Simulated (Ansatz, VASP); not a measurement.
# One calculation of ZnS, two programs

File POSCAR:

```
ZnS
1.0
    0.0000000000      2.6640802500      2.7046500000
    2.6640802500      0.0000000000      2.7046500000
    2.6640802500      2.6640802500      0.0000000000
Zn S
1 1
Direct
    0.0000000000      0.0000000000      0.0000000000
    0.7500000000      0.7500000000      0.7500000000
```

The input INCAR.step1:

```
SYSTEM = ZnS
PREC = Accurate
ENCUT = 520
ISMEAR = 0
SIGMA = 0.05
LREAL = .False.
LASPH = .True.
NELM = 80
NBANDS = 16
GGA = PE
ALGO = Normal
EDIFF = 1E-4
LWAVE = .True.
LCHARG = .False.
```

The input INCAR.step2:

```
SYSTEM = ZnS
PREC = Accurate
ENCUT = 520
EDIFF = 1E-6
ISMEAR = 0
SIGMA = 0.05
LREAL = .False.
LASPH = .True.
NELM = 80
ALGO = Normal
ISIF = 2
LWAVE = .False.
LCHARG = .False.
METAGGA = R2SCAN
LMIXTAU = .True.
NBANDS = 16
ISTART = 1
```

The input KPOINTS:

```
Automatic mesh
0
Gamma
  8 8 8
  0 0 0
```

Input for Ansatz:

```yaml
crystal:
  lattice:
    - [0.0, 2.66408025, 2.70465]
    - [2.66408025, 0.0, 2.70465]
    - [2.66408025, 2.66408025, 0.0]
  atoms:
    - { symbol: Zn, position: [0.0, 0.0, 0.0] }
    - { symbol: S, position: [0.75, 0.75, 0.75] }
basis:
  ecutwfc: 500
kpoints:
  mp_grid: { grid: [8, 8, 8] }
hamiltonian:
  xc: r2scan
scf:
  occupations: { method: gaussian, width: 0.05 }
output:
  forces: true
  stress: true
  eigenvalues: true
```

Change from the starting cell: strain -0.015 along x and y, +0.000 along z, atoms carried along.

Alike in both runs: task single point; functional r2SCAN; k mesh 8 × 8 × 8; occupations gaussian, width 0.05 eV; no spin polarisation.

|  | VASP | Ansatz |
| --- | --- | --- |
| version | VASP 6.6.1 | Ansatz 0.2.0 |
| potentials or method | VASP PAW PBE potentials, release 64 (Zn, S), cutoff 520 eV | scalar-relativistic, plane waves, PAW |
| valence electrons in the cell | 18 | 18 |

```csv
,VASP,Ansatz,Ansatz less VASP
gap on the k mesh at the Fermi level (eV),2.78,2.77,-0.012
least direct gap on the mesh (eV),2.78,2.77,-0.012
pressure (GPa),1.6,1.6,-0.02
"traceless stress, the component that is largest in VASP (GPa)",-0.42,-0.44,-0.028
```

VASP's potentials were made for PBE, not for r2SCAN.
